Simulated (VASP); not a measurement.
Input of a VASP 6.6.1 run:

The input INCAR:

```
PREC = Accurate ; ENCUT = 820
EDIFF = 1E-7 ; ISMEAR = 0
SIGMA = 0.1 ; LREAL = F
LASPH = T ; NELM = 120
ALGO = Normal ; ISIF = 8
LWAVE = F ; LCHARG = F
IBRION = 2 ; NSW = 60
EDIFFG = -0.03 ; GGA_COMPAT = F
NELMIN = 4
```

Contents of KPOINTS:

```
regular mesh
0
Gamma
  12 12 12
```

The input POSCAR:

```
Cu
1.0
    0.0000000000      1.8075000000      1.8075000000
    1.8075000000      0.0000000000      1.8075000000
    1.8075000000      1.8075000000      0.0000000000
Cu
1
Direct
    0.0000000000      0.0000000000      0.0000000000
```

Potentials or basis: VASP PAW LDA potentials, release 64 (Cu_sv_GW).

Run with:

```bash
$ cat potpaw_LDA.64/Cu_sv_GW/POTCAR > POTCAR
$ mpirun -np 1 vasp_std > vasp.out
```

Q: What does it give for the relaxed cell?

A: a = 2.488 Å, b = 2.488 Å, c = 2.488 Å, α = 60.00°, β = 60.00°, γ = 60.00°.

Q: Estimate the relaxed volume.

A: 10.89 Å³/atom.

Q: Predict the space group after relaxing (to 0.1 Å).

A: Fm-3m (No. 225).

Q: Predict the band gap on the k mesh.

A: Zero (an odd number of electrons rules out a gap without spin polarisation).

Final structure:
```
Cu
1.0
     0.00000    1.75918    1.75918
     1.75918    0.00000    1.75918
     1.75918    1.75918    0.00000
Cu
1
Cartesian
  0.0000 0.0000 0.0000
```

LDA usually gives volumes a few per cent too small. Zero-point motion and thermal expansion aren't in these numbers.
